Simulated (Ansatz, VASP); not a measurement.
## Two plane-wave programs on Cd5HgS6

```xyz
12
Lattice="4.2048 0.0000 0.0000 -2.1024 3.6415 0.0000 0.0000 0.0000 20.5213" Properties=species:S:1:pos:R:3 pbc="T T T"
Cd    0.0000    2.4277   20.5024
Cd    0.0000    2.4277   13.6843
Cd    2.1024    1.2138    3.3877
Cd    2.1024    1.2138   10.2731
Cd    2.1024    1.2138   17.0932
Hg    0.0000    2.4277    6.8483
S     0.0000    2.4277    2.5536
S     0.0000    2.4277    9.4430
S     0.0000    2.4277   16.2571
S     2.1024    1.2138    5.9632
S     2.1024    1.2138   12.8474
S     2.1024    1.2138   19.6657
```

Alike in both runs: functional PBE; k mesh 6 × 6 × 2; occupations gaussian, width 0.02 eV; no spin polarisation.

Ansatz relaxed the structure, and its values are those at the end. VASP's run is a single point on that final structure, the one shown.

|  | VASP | Ansatz |
| --- | --- | --- |
| version | VASP 6.6.1 | Ansatz 0.2.0 |
| potentials or method | VASP PAW PBE potentials, release 64 (Cd, Hg, S), cutoff 520 eV | scalar-relativistic, plane waves, PAW |
| valence electrons in the cell | 108 | 156 |

VASP gave:

* gap on the k mesh at the Fermi level (eV): 0.63
* least direct gap on the mesh (eV): 0.63
* pressure (GPa): 0.3

**Question.** Estimate Ansatz's values.

**Answer.** gap on the k mesh at the Fermi level (eV): 0.63; least direct gap on the mesh (eV): 0.63; pressure (GPa): 0.0.

With one functional, cell and mesh, what is left measures potentials, basis and numerics. VASP's potentials hold 108 valence electrons a cell and Ansatz's 156, so a difference there can come from the potentials and not from the codes.

Spin-orbit coupling is off throughout.
